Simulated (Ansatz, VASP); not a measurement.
# LiH in VASP and in Ansatz

The input INCAR:

```
SYSTEM = LiH
PREC = Accurate ; ENCUT = 520
EDIFF = 1E-6 ; ISMEAR = 0
SIGMA = 0.01 ; LREAL = .FALSE.
LASPH = .TRUE. ; NELM = 80
ALGO = Normal ; ISIF = 2
LWAVE = .FALSE. ; LCHARG = .TRUE.
GGA = PE ; LELF = .TRUE.
LVHAR = .TRUE. ; NBANDS = 9
```

The input KPOINTS:

```
Automatic mesh
0
G
  10 10 10
  0 0 0
```

POSCAR

```
LiH
1.0
    0.0000000000      1.9984726919      1.9984726919
    1.9984726919      0.0000000000      1.9984726919
    1.9984726919      1.9984726919      0.0000000000
Li H
1 1
Direct
    0.0000000000      0.0000000000      0.0000000000
    0.5000000000      0.5000000000      0.5000000000
```

Input for Ansatz:

```yaml
crystal:
  lattice:
    - [0.0, 1.9984726919, 1.9984726919]
    - [1.9984726919, 0.0, 1.9984726919]
    - [1.9984726919, 1.9984726919, 0.0]
  atoms:
    - { symbol: Li, position: [0.0, 0.0, 0.0] }
    - { symbol: H, position: [0.5, 0.5, 0.5] }
kpoints:
  mp_grid: { grid: [10, 10, 10] }
  band_path:
    path:
      - [0.0, 0.0, 0.0]
      - [0.5, 0.0, 0.5]
      - [0.625, 0.25, 0.625]
      - [0.375, 0.375, 0.75]
      - [0.5, 0.5, 0.5]
      - [0.5, 0.25, 0.75]
      - [0.0, 0.5, 0.5]
    npoints: 1
hamiltonian:
  xc: pbe
scf:
  occupations: { method: fixed }
  n_extra_bands: 4
output:
  forces: true
  stress: true
  eigenvalues: true
```

Alike in both runs: task single point; functional PBE; k mesh 10 × 10 × 10; no spin polarisation.

```csv
,VASP,Ansatz
version,VASP 6.6.1,Ansatz 0.2.0
potentials or method,"VASP PAW PBE potentials, release 64 (Li_sv, H)","plane waves, PAW"
plane-wave cutoff (eV),520,420
occupations,"gaussian, width 0.01 eV",fixed
valence electrons in the cell,4,4
```

```csv
,VASP,Ansatz,Ansatz less VASP
gap on the k mesh at the Fermi level (eV),2.97,2.98,+0.006
```

Noted on VASP's run: the cutoff is short for stress, so the pressure is rough.
